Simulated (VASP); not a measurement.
Sb:

```xyz
1
Lattice="-1.7228 1.7228 2.6209 1.7228 -1.7228 2.6209 1.7228 1.7228 -2.6209" Properties=species:S:1:pos:R:3 pbc="T T T"
Sb    0.0000    0.0000    0.0000
```

| Quantity | Value |
| --- | --- |
| Program | VASP 6.6.1 |
| Task | relaxation of cell and atoms |
| Functional | PBEsol |
| Potentials or basis | VASP PAW PBE potentials, release 64 (Sb_d_GW) |
| Cutoff | 500 eV |
| k mesh | 8 × 8 × 8 |
| Occupations | gaussian, width 0.1 eV |
| Spin | no spin polarisation |

At the start: pressure -8.0 GPa; volume 31.12 Å³/atom.

Task: Where does the relaxation end?

Result: Over 11 steps the energy falls by 151.2 meV/atom and the volume is 26.66 Å³/atom (-14.3 %); space group I4/mmm (No. 139, to 0.1 Å) before and after.

The path:
```csv
step,energy change (eV),largest force (eV/Å),pressure (GPa),volume (Å³)
1,0.0000,0.0000,-8.03,31.12
2,-0.1142,0.0000,5.25,24.61
3,-0.1404,0.0000,0.06,26.30
4,-0.1404,0.0000,-0.31,26.39
5,-0.1410,0.0000,-0.24,26.38
6,-0.1435,0.0000,-0.32,26.35
7,-0.1482,0.0000,0.05,26.27
8,-0.1500,0.0000,0.99,26.04
9,-0.1505,0.0000,0.82,26.13
10,-0.1511,0.0000,0.50,26.30
11,-0.1512,0.0000,-0.20,26.66
```

Final structure:
```xyz
1
Lattice="-1.5464 1.5464 2.7865 1.5464 -1.5464 2.7865 1.5464 1.5464 -2.7865" Properties=species:S:1:pos:R:3 pbc="T T T"
Sb    1.5464   -1.5464    2.7865
```

Caveat: the PAW data sets were made with another functional, which shifts forces and pressure a little; an odd number of electrons without spin polarisation forces a metal; a magnetic or distorted state may lie lower.
